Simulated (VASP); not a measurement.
# Tl2PbCl4 in VASP: notebook, part 2 of 2

VASP 6.6.1.

## Step 3: Single point, PBEsol

This run uses another cell than the first one, of 33.86 Å³/atom.

Input file INCAR:

```
SYSTEM = Tl2PbCl4
  PREC = Accurate
  ENCUT = 500
  EDIFF = 1E-6
  ISMEAR = -1
  SIGMA = 0.03
  LREAL = .FALSE.
  LASPH = .TRUE.
  NELM = 120
  ALGO = Normal
  ISIF = 2
  LWAVE = .FALSE.
  LCHARG = .FALSE.
  GGA = PS
  NBANDS = 43
  GGA_COMPAT = .FALSE.
```

Input file KPOINTS:

```
regular mesh
0
G
  6 6 4
  0 0 0
```

Input file POSCAR:

```
Tl2PbCl4
1.0
    7.7619158995     -2.1217231747     -0.3867162380
    7.7619158995      2.1217231747     -0.3867162380
   -3.6259257663      0.0000000000      7.3773551852
Tl Pb Cl
2 1 4
Direct
    0.2943302990      0.2943302990      0.3081209827
    0.7056697010      0.7056697010      0.6918790173
    0.0000000000      0.0000000000      0.0000000000
    0.1210058284      0.1210058284      0.3939224371
    0.8789941716      0.8789941716      0.6060775629
    0.3715764519      0.3715764519     -0.0042864286
    0.6284235481      0.6284235481      1.0042864286
```

Potentials or basis: VASP PAW PBE potentials, release 64 (Tl_d, Pb_d, Cl).

Launch:

```bash
$ cat potpaw_PBE.64/Tl_d/POTCAR potpaw_PBE.64/Pb_d/POTCAR potpaw_PBE.64/Cl/POTCAR > POTCAR
$ mpirun -np 1 vasp_std > vasp.out
```

OUTCAR:

```text
SYSTEM = Tl2PbCl4
   PREC = Accurate
   ENCUT = 500
   EDIFF = 1E-6
   ISMEAR = -1
   LREAL = .FALSE.
   LASPH = .TRUE.
   NELM = 120
   ISIF = 2
   GGA = PS

 ion  position               nearest neighbor table
   1  0.294  0.294  0.308-   5 3.02   5 3.02   4 3.10   6 3.32   7 3.34   7 3.34   3 4.01
   2  0.706  0.706  0.692-   4 3.02   4 3.02   5 3.10   7 3.32   6 3.34   6 3.34   3 4.01
   3  0.000  0.000  0.000-   4 2.85   5 2.85   7 2.90   7 2.90   6 2.90   6 2.90   1 4.01   2 4.01

   4  0.121  0.121  0.394-   3 2.85   2 3.02   2 3.02   1 3.10
   5  0.879  0.879  0.606-   3 2.85   1 3.02   1 3.02   2 3.10
   6  0.372  0.372  0.996-   3 2.90   3 2.90   1 3.32   2 3.34   2 3.34
   7  0.628  0.628  0.004-   3 2.90   3 2.90   2 3.32   1 3.34   1 3.34

  LATTYP: Found a base centered monoclinic cell.
 ALAT       =    15.5430869366
 B/A-ratio  =     0.2730118133
 C/A-ratio  =     0.5288693310
 COS(beta)  =    -0.4852077834

  Lattice vectors:

 A1 = (   7.7619158995,  -2.1217231747,  -0.3867162380)
 A2 = (   7.7619158995,   2.1217231747,  -0.3867162380)
 A3 = (  -3.6259257663,   0.0000000000,   7.3773551852)

Analysis of symmetry for initial positions (statically):
=====================================================================
 Subroutine PRICEL returns:
 Original cell was already a primitive cell.

 Routine SETGRP: Setting up the symmetry group for a
 base centered monoclinic supercell.

 Subroutine GETGRP returns: Found  4 space group operations
 (whereof  4 operations were pure point group operations)
 out of a pool of  4 trial point group operations.

The static configuration has the point symmetry C_2h.

Analysis of symmetry for dynamics (positions and initial velocities):
=====================================================================
 Subroutine PRICEL returns:
 Original cell was already a primitive cell.

 Routine SETGRP: Setting up the symmetry group for a
 base centered monoclinic supercell.

[... 130 lines left out ...]
   EFERMI_NEDOS =   21; number of points for ismear=-14 and -15
   IALGO  =     38    algorithm
   IMIX   =      4    mixing-type and parameters
     AMIX     =   0.40;   BMIX     =  1.00
     AMIX_MAG =   1.60;   BMIX_MAG =  1.00
  volume/ion in A,a.u.               =      33.86       228.52
  Fermi-wavevector in a.u.,A,eV,Ry     =   1.079702  2.040342 15.861090  1.165757
  Thomas-Fermi vector in A             =   2.215674
   LORBIT       =      0    0 simple, 1 ext, 2 COOP (PROOUT), +10 PAW based schemes
   GGA     = PS    functional components
   LHFCALC =     F    Hartree Fock is set to
   AEXX    =    0.0000 exact exchange contribution
   IVDW    =     0    specifies the selected vdW correction
   LEPSILON=     F    determine dielectric tensor
   LRPA    =     F    only Hartree local field effects (RPA)
 non-spin polarized calculation
  energy-cutoff  :      500.00
  volume of cell :      237.04
 maximum number of plane-waves:      6037
   NGX = 29   NGY = 29   NGZ = 29

 number of electron      68.0000004 magnetization

 Free energy of the ion-electron system (eV)
  ---------------------------------------------------
  ext. energy  EPLUGINS =         0.00000000
  ---------------------------------------------------
  free energy    TOTEN  =       -24.19321873 eV

  energy without entropy =      -24.19321873  energy(sigma->0) =      -24.19321873

 E-fermi :   1.6864     XC(G=0):  -8.0690

 val. band max:        1.0117421942   @ k =   0.0000   0.0000   0.0000
 cond. band min:       3.7239439226   @ k =   0.3333   0.3333  -0.0000
 fundamental gap:      2.7122017283
 Fermi energy:         1.6863868108

 k-point     1 :       0.0000    0.0000    0.0000
  band No.  band energies     occupation
      1     -14.8196      2.00000
      2     -14.7284      2.00000
      3     -14.7261      2.00000
      4     -14.6991      2.00000
      5     -14.6660      2.00000
      6     -13.0383      2.00000
[... 1093 lines left out ...]
     42       6.7849      0.00000
     43       7.0211      0.00000

 [... further k-points ...]
[... 5 lines left out ...]
  --------------------------------------------------------------------------------------
  -------------------------------------------------------------------------------------
  Total       -0.1263942     -0.0847964     -0.0465250      0.0000000      0.0000000     -0.0213150
  in kB       -0.8543117     -0.5731483     -0.3144672      0.0000000      0.0000000     -0.1440706
  external PRESSURE =      -0.5806424 kB  Pullay stress =       0.0000000 kB

 VOLUME and BASIS-vectors are now :
 -----------------------------------------------------------------------------
  energy-cutoff  :      500.00
  volume of cell :      237.04
      direct lattice vectors                 reciprocal lattice vectors
     7.761915899 -2.121723175 -0.386716238     0.066034085 -0.235657510  0.032455356
     7.761915899  2.121723175 -0.386716238     0.066034085  0.235657510  0.032455356
    -3.625925766  0.000000000  7.377355185     0.006922929  0.000000000  0.138952511

 POSITION                                       TOTAL-FORCE (eV/Angst)
 -----------------------------------------------------------------------------------
      3.45191      0.00000      2.04547        -0.001330     -0.000000     -0.008813
      8.44600      0.00000      4.55845         0.001330     -0.000000      0.008813
      0.00000      0.00000      0.00000         0.000000      0.000000     -0.000000
      0.45014      0.00000      2.81252         0.006857     -0.000000     -0.004830
     11.44777      0.00000      3.79141        -0.006857     -0.000000      0.004830
      2.15791      0.00000      7.05834        -0.007347     -0.000000     -0.001106
      9.74000      0.00000     -0.45442         0.007347     -0.000000      0.001106
 -----------------------------------------------------------------------------------
    total drift:                               -0.000000      0.000000     -0.000000

  FREE ENERGIE OF THE ION-ELECTRON SYSTEM (eV)
  ---------------------------------------------------
  free  energy   TOTEN  =       -24.1932187277 eV

  energy  without entropy=      -24.1932187277  energy(sigma->0) =      -24.19321873
```

OSZICAR:

```text
N       E                     dE             d eps       ncg     rms          rms(c)
DAV:   1     0.556971053530E+03    0.55697E+03   -0.30793E+04  4050   0.140E+03
DAV:   2     0.395560876068E+02   -0.51741E+03   -0.49331E+03  4612   0.337E+02
DAV:   3    -0.229554406172E+02   -0.62512E+02   -0.61802E+02  5020   0.117E+02
DAV:   4    -0.252074440520E+02   -0.22520E+01   -0.22395E+01  4771   0.259E+01
DAV:   5    -0.252880556333E+02   -0.80612E-01   -0.80567E-01  5171   0.492E+00    0.701E+00
DAV:   6    -0.242158855542E+02    0.10722E+01   -0.17686E+00  5934   0.114E+01    0.434E+00
DAV:   7    -0.241832206078E+02    0.32665E-01   -0.78441E-01  4964   0.374E+00    0.210E+00
DAV:   8    -0.241947207691E+02   -0.11500E-01   -0.11481E-01  5343   0.212E+00    0.360E-01
DAV:   9    -0.241914767369E+02    0.32440E-02   -0.20774E-02  5657   0.953E-01    0.139E-01
DAV:  10    -0.241925698850E+02   -0.10931E-02   -0.31145E-03  4700   0.221E-01    0.843E-02
DAV:  11    -0.241931608639E+02   -0.59098E-03   -0.68584E-04  4718   0.122E-01    0.196E-02
DAV:  12    -0.241931952993E+02   -0.34435E-04   -0.40573E-05  5826   0.336E-02    0.107E-02
DAV:  13    -0.241932149933E+02   -0.19694E-04   -0.15806E-05  4075   0.166E-02    0.459E-03
DAV:  14    -0.241932182040E+02   -0.32107E-05   -0.35328E-06  3809   0.828E-03    0.220E-03
DAV:  15    -0.241932187277E+02   -0.52372E-06   -0.58464E-07  2831   0.500E-03
   1 F= -.24193219E+02 E0= -.24193219E+02  d E =-.540930E-11
```

stdout:

```text
POSCAR found type information on POSCAR TlPbCl
 POSCAR found :  3 types and       7 ions
 scaLAPACK will be used
 -----------------------------------------------------------------------------
|                                                                             |
|                                                                             |
|     You enforced a specific xc type in the INCAR file but a different       |
|     I HOPE YOU KNOW WHAT YOU ARE DOING!                                     |
|                                                                             |
 -----------------------------------------------------------------------------

 LDA part: xc-table for (Slater+PW92), standard interpolation
 POSCAR, INCAR and KPOINTS ok, starting setup
 FFT: planning ... GRIDC
 FFT: planning ... GRID_SOFT
 FFT: planning ... GRID
 WAVECAR not read
 entering main loop
```

It took 8.3 min on 1 thread of Intel Xeon Platinum 8488C (Sapphire Rapids), shared host; peak memory 0.71 GiB.

What came out:

| Quantity | Value |
| --- | --- |
| Free energy | -24.1932 eV |
| Pressure | -0.1 GPa |
| Largest force | 0.009 eV/Å |
| Band gap on the k mesh | 2.71 eV (least direct gap 2.78 eV) |

Forces on the atoms (eV/Å):
```
Tl  -0.001  0.000 -0.009
Tl   0.001  0.000  0.009
Pb   0.000  0.000  0.000
Cl   0.007  0.000 -0.005
Cl  -0.007  0.000  0.005
Cl  -0.007  0.000 -0.001
Cl   0.007  0.000  0.001
```

Levels at points of the mesh, in eV from the valence-band top:
```tsv
k point	band 32	band 33	band 34	band 35	band 36	band 37
(0.00, 0.00, 0.00)	-1.35	-0.89	0.00	2.78	4.50	4.65
(0.50, 0.00, 0.00)	-0.95	-0.63	-0.24	3.23	3.96	4.00
(0.50, 0.50, 0.00)	-1.03	-0.99	-0.27	2.77	3.47	4.50
(0.00, 0.00, 0.50)	-0.99	-0.55	-0.47	2.98	4.05	4.62
(0.50, 0.00, 0.50)	-1.11	-1.01	-0.42	2.92	3.93	4.35
(0.50, 0.50, 0.50)	-1.15	-0.64	-0.14	2.78	4.31	4.38
```

Caveat: the PAW data sets were made with another functional, which shifts forces and pressure a little; spin-orbit coupling is left out, which moves the levels of the heavy elements. A k mesh can miss the band edges.
